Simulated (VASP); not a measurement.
Here is a VASP 6.6.1 calculation.

INCAR

```
SYSTEM = Hf
ALGO     = Normal         ! electronic algorithm
EDIFF    = 1E-6           ! SCF threshold, eV
EDIFFG   = -0.1           ! ionic threshold
ENCUT    = 600            ! plane-wave cutoff, eV
GGA      = PS             ! functional
IBRION   = 2              ! ionic algorithm
ISIF     = 3              ! what is computed and relaxed
ISMEAR   = -1             ! smearing method
LASPH    = .TRUE.         ! aspherical terms in the spheres
LCHARG   = .FALSE.        ! write CHGCAR
LREAL    = .FALSE.        ! projectors in reciprocal space
LWAVE    = .FALSE.        ! write WAVECAR
NELM     = 100            ! most SCF steps
NSW      = 100            ! ionic steps
PREC     = Accurate       ! precision mode
SIGMA    = 0.05           ! smearing width, eV
```

The input KPOINTS:

```
k-points
0
G
  14 14 8
  0 0 0
```

POSCAR

```
Hf
1.0
    3.1967000000      0.0000000000      0.0000000000
   -1.5983500000      2.7684234083      0.0000000000
    0.0000000000      0.0000000000      5.0578000000
Hf
2
Direct
    0.3333333333      0.6666666667      0.2500000000
    0.6666666667      0.3333333333      0.7500000000
```

Potentials or basis: VASP PAW PBE potentials, release 64 (Hf_pv).

Command:

```sh
$ cat potpaw_PBE.64/Hf_pv/POTCAR > POTCAR
$ mpirun -np 1 vasp_std > vasp.out
```

(1) Estimate the space group after relaxing (to 0.05 Å).

(2) Estimate the band gap on the k mesh.

(3) What does it give for the relaxed cell?

Answers

(1) P6_3/mmc (No. 194).

(2) zero (band 10 reaches 6.19 eV, above the bottom of band 11 at 4.69 eV).

(3) a = 3.157 Å, b = 3.157 Å, c = 4.991 Å, α = 90.00°, β = 90.00°, γ = 120.00°.

Caveat: spin-orbit coupling is left out, which moves the levels of the heavy elements.
